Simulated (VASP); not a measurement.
A run of VASP 6.6.1 is set up as follows.

INCAR

```
SYSTEM = Li4TmGe
  PREC = Accurate
  ENCUT = 750
  EDIFF = 1E-6
  ISMEAR = 0
  SIGMA = 0.1
  LREAL = .False.
  LASPH = .True.
  NELM = 200
  ALGO = Normal
  ISIF = 2
  LWAVE = .False.
  LCHARG = .False.
  GGA = PE
  NBANDS = 26
  GGA_COMPAT = .False.
  LMAXMIX = 6
```

File KPOINTS:

```
Automatic mesh
0
Gamma
  8 8 4
  0 0 0
```

File POSCAR:

```
Li4TmGe
1.0
    2.9191819693     -2.8819693439     -0.0015671145
    2.9191819693      2.8819693439     -0.0015671145
   -1.9468242599      0.0000000000      7.2416255146
Li Tm Ge
4 1 1
Direct
    0.4074629215      0.9338687141      0.1732655446
    0.0661312859      0.5925370785      0.8267344554
    0.5925370785      0.0661312859      0.8267344554
    0.9338687141      0.4074629215      0.1732655446
    0.0000000000      0.0000000000      0.5000000000
    0.5000000000      0.5000000000      0.5000000000
```

Potentials or basis: VASP PAW PBE potentials, release 64 (Li_sv, Tm_3, Ge_d), 4f in core.

Launch:

```sh
$ cat potpaw_PBE.64/Li_sv/POTCAR potpaw_PBE.64/Tm_3/POTCAR potpaw_PBE.64/Ge_d/POTCAR > POTCAR
$ mpirun -np 1 vasp_std > vasp.out
```

Problem. What does it give for the largest force?

Solution. 0.007 eV/Å.

Problem. Predict the band gap on the k mesh.

Solution. Zero (an odd number of electrons rules out a gap without spin polarisation).

Problem. Estimate the pressure.

Solution. 0.0 GPa.

Forces on the atoms (eV/Å):
```
Li   0.001  0.001 -0.007
Li  -0.001  0.001  0.007
Li  -0.001 -0.001  0.007
Li   0.001 -0.001 -0.007
Tm   0.000  0.000  0.000
Ge   0.000  0.000  0.000
```

Caveat: spin-orbit coupling is left out, which moves the levels of the heavy elements; the 4f electrons are frozen in the core, so they carry no moment and show no levels. Spin polarisation is off, so any magnetic state and its effect on volume and gap are missing.
